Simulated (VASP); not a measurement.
# Sb (Im-3m) in VASP: notebook

Runs on Sb. Level: PBE. Tasks: single point.

All numbers are computed with VASP 6.6.1; they aren't measurements. Logs are shortened: lines on timing, memory, paths and dates and some standing lists are left out, and cuts for length are marked.

### 1 The cell of the first run

Symmetry: Im-3m, No. 229, cubic system. The conventional cell has a = 3.427 Å, b = 3.427 Å, c = 3.427 Å, α = 90.00°, β = 90.00°, γ = 90.00°. Sb (site symmetry m-3m) has 14 Sb at 2.97 to 3.43 Å within 3.9 Å.

### 2 Single point, PBE

File INCAR:

```
PREC = Accurate ; ENCUT = 500
EDIFF = 1E-6 ; ISMEAR = 1
SIGMA = 0.05 ; LREAL = F
LASPH = T ; NELM = 120
ALGO = Normal ; ISIF = 2
LWAVE = F ; LCHARG = T
GGA = PE ; LELF = T
LVHAR = T ; NBANDS = 8
GGA_COMPAT = F
```

File KPOINTS:

```
regular mesh
0
Gamma
  9 9 9
```

File POSCAR:

```
Sb
1.0
   -1.7134224700      1.7134224700      1.7134224700
    1.7134224700     -1.7134224700      1.7134224700
    1.7134224700      1.7134224700     -1.7134224700
Sb
1
Direct
    0.0000000000      0.0000000000      0.0000000000
```

Potentials or basis: VASP PAW PBE potentials, release 64 (Sb).

On the command line:

```sh
$ cat potpaw_PBE.64/Sb/POTCAR > POTCAR
$ mpirun -np 1 vasp_std > vasp.out
```

OUTCAR:

```text
PREC = Accurate
   ENCUT = 500
   EDIFF = 1E-6
   ISMEAR = 1
   LREAL = F
   LASPH = T
   NELM = 120
   ISIF = 2
   GGA = PE

 ion  position               nearest neighbor table
   1  0.000  0.000  0.000-

  LATTYP: Found a body centered cubic cell.
 ALAT       =     3.4268449400

  Lattice vectors:

 A1 = (  -1.7134224700,   1.7134224700,   1.7134224700)
 A2 = (   1.7134224700,  -1.7134224700,   1.7134224700)
 A3 = (   1.7134224700,   1.7134224700,  -1.7134224700)

Analysis of symmetry for initial positions (statically):
=====================================================================
 Subroutine PRICEL returns:
 Original cell was already a primitive cell.

 Routine SETGRP: Setting up the symmetry group for a
 body centered cubic supercell.

 Subroutine GETGRP returns: Found 48 space group operations
 (whereof 48 operations were pure point group operations)
 out of a pool of 48 trial point group operations.

The static configuration has the point symmetry O_h .

Analysis of symmetry for dynamics (positions and initial velocities):
=====================================================================
 Subroutine PRICEL returns:
 Original cell was already a primitive cell.

 Routine SETGRP: Setting up the symmetry group for a
 body centered cubic supercell.

 Subroutine GETGRP returns: Found 48 space group operations
 (whereof 48 operations were pure point group operations)
 out of a pool of 48 trial point group operations.

The dynamic configuration has the point symmetry O_h .

 Subroutine INISYM returns: Found 48 space group operations
 (whereof 48 operations are pure point group operations),
 and found     1 'primitive' translations

----------------------------------------------------------------------------------------

                                     Primitive cell

  volume of cell :      20.1212

  direct lattice vectors                    reciprocal lattice vectors
    -1.713422470  1.713422470  1.713422470     0.000000000  0.291813612  0.291813612
     1.713422470 -1.713422470  1.713422470     0.291813612  0.000000000  0.291813612
     1.713422470  1.713422470 -1.713422470     0.291813612  0.291813612  0.000000000

  length of vectors
     2.967734773  2.967734773  2.967734773     0.412686768  0.412686768  0.412686768

  position of ions in fractional coordinates (direct lattice)
     0.000000000  0.000000000  0.000000000

  ion indices of the primitive-cell ions
   primitive index   ion index
                 1           1

----------------------------------------------------------------------------------------

 KPOINTS: regular mesh

Automatic generation of k-mesh.
 Grid dimensions read from file:
 generate k-points for:    9    9    9

 Generating k-lattice:

  Cartesian coordinates                     Fractional coordinates (reciprocal lattice)
     0.000000000  0.032423735  0.032423735     0.111111111  0.000000000  0.000000000
     0.032423735  0.000000000  0.032423735     0.000000000  0.111111111  0.000000000
     0.032423735  0.032423735  0.000000000     0.000000000  0.000000000  0.111111111

  Length of vectors
     0.045854085  0.045854085  0.045854085

  Shift w.r.t. Gamma in fractional coordinates (k-lattice)
     0.000000000  0.000000000  0.000000000

 Subroutine IBZKPT returns following result:
 ===========================================

 Found     35 irreducible k-points:

 Following reciprocal coordinates:
            Coordinates               Weight
  0.000000  0.000000  0.000000      1.000000
  0.111111  0.000000  0.000000     12.000000
  0.222222  0.000000  0.000000     12.000000
  0.333333  0.000000  0.000000     12.000000
  0.444444  0.000000  0.000000     12.000000
  0.111111  0.111111  0.000000     24.000000
[... 16 lines left out ...]
 -0.333333  0.444444  0.111111     48.000000
 -0.444444 -0.444444  0.111111     24.000000
 [... further k-points ...]
   k-points           NKPTS =     35   k-points in BZ     NKDIM =     35   number of bands    NBANDS=      8
   number of dos      NEDOS =    301   number of ions     NIONS =      1
   total plane-waves  NPLWV =  13824
   dimension x,y,z NGX =    24 NGY =   24 NGZ =   24
   dimension x,y,z NGXF=    48 NGYF=   48 NGZF=   48
   ions per type =               1
   NGX,Y,Z   is equivalent  to a cutoff of  13.44, 13.44, 13.44 a.u.
   NGXF,Y,Z  is equivalent  to a cutoff of  26.89, 26.89, 26.89 a.u.
 SYSTEM =  unknown system
   PREC   = accura    normal or accurate (medium, high low for compatibility)
   ISTART =      0    job   : 0-new  1-cont  2-samecut
   ICHARG =      2    charge: 1-file 2-atom 10-const
   ISPIN  =      1    spin polarized calculation?
   LNONCOLLINEAR =      F non collinear calculations
   LSORBIT =      F    spin-orbit coupling
   LASPH  =      T    aspherical Exc in radial PAW
   ENCUT  =  500.0 eV  36.75 Ry    6.06 a.u.   5.41  5.41  5.41*2*pi/ulx,y,z
   NELM   =    120;   NELMIN=  2; NELMDL= -5     # of ELM steps
   EDIFF  = 0.1E-05   stopping-criterion for ELM
   LREAL  =      F    real-space projection
   EDIFFG = 0.1E-04   stopping-criterion for IOM
   NSW    =      0    number of steps for IOM
   IBRION =     -1    ionic relax: 0-MD 1-quasi-New 2-CG
   NFREE  =      0    steps in history (QN), initial steepest desc. (CG)
   ISIF   =      2    stress and relaxation
   ISYM   =      2    0-nonsym 1-usesym 2-fastsym
   POTIM  = 0.5000    time-step for ionic-motion
   TEBEG  =    0.0;   TEEND  =   0.0 temperature during run
   PSTRESS=    0.0 pullay stress
   NELECT =       5.0000    total number of electrons
   NUPDOWN=      -1.0000    fix difference up-down
   EMIN   =  10.00;   EMAX   =-10.00  energy-range for DOS
   EFERMI =   0.00;   METHOD = LEGACY
   ISMEAR =     1;   SIGMA  =   0.05  broadening in eV -4-tet -1-fermi 0-gaus
   EFERMI_NEDOS =   21; number of points for ismear=-14 and -15
   IALGO  =     38    algorithm
   IMIX   =      4    mixing-type and parameters
     AMIX     =   0.40;   BMIX     =  1.00
     AMIX_MAG =   1.60;   BMIX_MAG =  1.00
  volume/ion in A,a.u.               =      20.12       135.78
  Fermi-wavevector in a.u.,A,eV,Ry     =   1.029233  1.944968 14.412932  1.059321
  Thomas-Fermi vector in A             =   2.163270
   LORBIT       =      0    0 simple, 1 ext, 2 COOP (PROOUT), +10 PAW based schemes
   GGA     = PE    functional components
   LHFCALC =     F    Hartree Fock is set to
   AEXX    =    0.0000 exact exchange contribution
   IVDW    =     0    specifies the selected vdW correction
   LEPSILON=     F    determine dielectric tensor
   LRPA    =     F    only Hartree local field effects (RPA)
 non-spin polarized calculation
 Methfessel and Paxton  Order N= 1 SIGMA  =   0.05
  energy-cutoff  :      500.00
  volume of cell :       20.12
 maximum number of plane-waves:       531
 NGX is ok and might be reduce to    24
   NGX = 11   NGY = 11   NGZ = 11

 number of electron       4.9999999 magnetization

 Free energy of the ion-electron system (eV)
  ---------------------------------------------------
  ext. energy  EPLUGINS =         0.00000000
  ---------------------------------------------------
  free energy    TOTEN  =        -3.30536079 eV

  energy without entropy =       -3.30512169  energy(sigma->0) =       -3.30528109

 E-fermi :  12.8679     XC(G=0): -11.5547

 val. band max:       12.8552385305   @ k =   0.2222   0.2222   0.1111
 cond. band min:      13.1005439225   @ k =   0.2222   0.1111   0.1111
 fundamental gap:      0.2453053921
 Fermi energy:        12.8679474648

 k-point     1 :       0.0000    0.0000    0.0000
  band No.  band energies     occupation
      1      -2.7231      2.00000
      2      21.0026      0.00000
      3      21.0026      0.00000
      4      21.0026      0.00000
      5      24.5683      0.00000
      6      24.5683      0.00000
      7      24.5683      0.00000
      8      24.7078      0.00000

 k-point     2 :       0.1111    0.0000    0.0000
  band No.  band energies     occupation
      1      -2.3872      2.00000
      2      18.2978      0.00000
      3      19.6528      0.00000
      4      20.4493      0.00000
      5      22.8092      0.00000
      6      22.8182      0.00000
      7      24.3074      0.00000
      8      25.6406      0.00000

 k-point     3 :       0.2222    0.0000    0.0000
  band No.  band energies     occupation
      1      -1.3785      2.00000
      2      13.8715      0.00000
      3      17.6822      0.00000
      4      19.1981      0.00000
      5      21.4918      0.00000
      6      21.6328      0.00000
      7      24.8852      0.00000
      8      26.4205      0.00000

 k-point     4 :       0.3333    0.0000    0.0000
  band No.  band energies     occupation
      1       0.2975      2.00000
      2       9.6650      2.00000
      3      16.1522      0.00000
      4      18.0816      0.00000
      5      20.6268      0.00000
      6      20.8712      0.00000
      7      26.3189      0.00000
      8      27.4365      0.00000

 k-point     5 :       0.4444    0.0000    0.0000
  band No.  band energies     occupation
      1       2.5406      2.00000
      2       6.1083      2.00000
      3      15.3336      0.00000
      4      17.4702      0.00000
      5      20.2006      0.00000
      6      20.5044      0.00000
      7      28.1881      0.00000
      8      28.8241      0.00000
[... 177 lines left out ...]
 k-point    22 :      -0.4444    0.4444    0.1111
  band No.  band energies     occupation
      1       2.8616      2.00000
      2       6.4404      2.00000
      3      14.1900      0.00000
      4      16.2319      0.00000
      5      21.6968      0.00000
      6      21.9303      0.00000
      7      24.5914      0.00000
      8      26.6956      0.00000

 k-point    23 :      -0.3333    0.4444    0.1111
  band No.  band energies     occupation
      1       2.2680      2.00000
      2       8.5865      2.00000
      3      11.8307      2.00000
      4      17.1168      0.00000
      5      20.6891      0.00000
      6      22.1202      0.00000
      7      25.7786      0.00000
      8      26.6467      0.00000

 k-point    24 :      -0.4444   -0.4444    0.1111
  band No.  band energies     occupation
      1       4.1587      2.00000
      2       6.1040      2.00000
      3      11.4283      2.00000
      4      16.9089      0.00000
      5      21.0590      0.00000
      6      23.2481      0.00000
      7      23.7384      0.00000
      8      26.2345      0.00000

 [... further k-points ...]

------------------------ aborting loop because EDIFF is reached ----------------------------------------

  FORCE on cell =-STRESS in cart. coord.  units (eV):
  Direction    XX          YY          ZZ          XY          YZ          ZX
  --------------------------------------------------------------------------------------
  -------------------------------------------------------------------------------------
  Total        4.6733594      4.6733594      4.6733594      0.0000000      0.0000000      0.0000000
  in kB      372.1229017    372.1229017    372.1229017      0.0000000      0.0000000      0.0000000
  external PRESSURE =     372.1229017 kB  Pullay stress =       0.0000000 kB

 VOLUME and BASIS-vectors are now :
 -----------------------------------------------------------------------------
  energy-cutoff  :      500.00
  volume of cell :       20.12
      direct lattice vectors                 reciprocal lattice vectors
    -1.713422470  1.713422470  1.713422470     0.000000000  0.291813612  0.291813612
     1.713422470 -1.713422470  1.713422470     0.291813612  0.000000000  0.291813612
     1.713422470  1.713422470 -1.713422470     0.291813612  0.291813612  0.000000000

 POSITION                                       TOTAL-FORCE (eV/Angst)
 -----------------------------------------------------------------------------------
      0.00000      0.00000      0.00000        -0.000000      0.000000      0.000000
 -----------------------------------------------------------------------------------
    total drift:                                0.000000     -0.000000     -0.000000

  FREE ENERGIE OF THE ION-ELECTRON SYSTEM (eV)
  ---------------------------------------------------
  free  energy   TOTEN  =        -3.3053607895 eV

  energy  without entropy=       -3.3051216948  energy(sigma->0) =       -3.30528109
```

Run time: 3.8 s. Hardware: 1 thread of Intel Xeon Platinum 8375C at 2.90GHz (Ice Lake), shared host; peak memory 0.14 GiB.

What came out:

- Free energy: -3.3054 eV
- Pressure: 37.2 GPa

Caveat: spin-orbit coupling is left out, which moves the levels of the heavy elements.

### 3 Single point, PBE

This run uses another cell than the first one, of 20.53 Å³/atom, 1.020 times its volume.

File INCAR:

```
SYSTEM = Sb
PREC = Accurate ; ENCUT = 500
EDIFF = 1E-6 ; ISMEAR = 1
SIGMA = 0.05 ; LREAL = .FALSE.
LASPH = .TRUE. ; NELM = 120
ALGO = Normal ; ISIF = 2
LWAVE = .FALSE. ; LCHARG = .FALSE.
GGA = PE ; NBANDS = 8
GGA_COMPAT = .FALSE.
```

File KPOINTS:

```
Automatic mesh
0
G
  9 9 9
  0 0 0
```

File POSCAR:

```
Sb
1.0
   -1.7250000000      1.7250000000      1.7250000000
    1.7250000000     -1.7250000000      1.7250000000
    1.7250000000      1.7250000000     -1.7250000000
Sb
1
Direct
    0.0000000000      0.0000000000      0.0000000000
```

Potentials or basis: VASP PAW PBE potentials, release 64 (Sb).

On the command line:

```sh
$ cat potpaw_PBE.64/Sb/POTCAR > POTCAR
$ mpirun -np 1 vasp_std > vasp.out
```

It took 3.4 s on 1 thread of Intel Xeon Platinum 8375C at 2.90GHz (Ice Lake), shared host; peak memory 0.13 GiB.

Results (log left out):

* Free energy: -3.3951 eV
* Pressure: 33.0 GPa

Levels at points of the mesh, in eV from the Fermi level:
| k point | band 1 | band 2 | band 3 | band 4 | band 5 |
| --- | --- | --- | --- | --- | --- |
| (0.00, 0.00, 0.00) | -15.40 | 7.89 | 7.89 | 7.89 | 11.59 |

Caveat: spin-orbit coupling is left out, which moves the levels of the heavy elements.
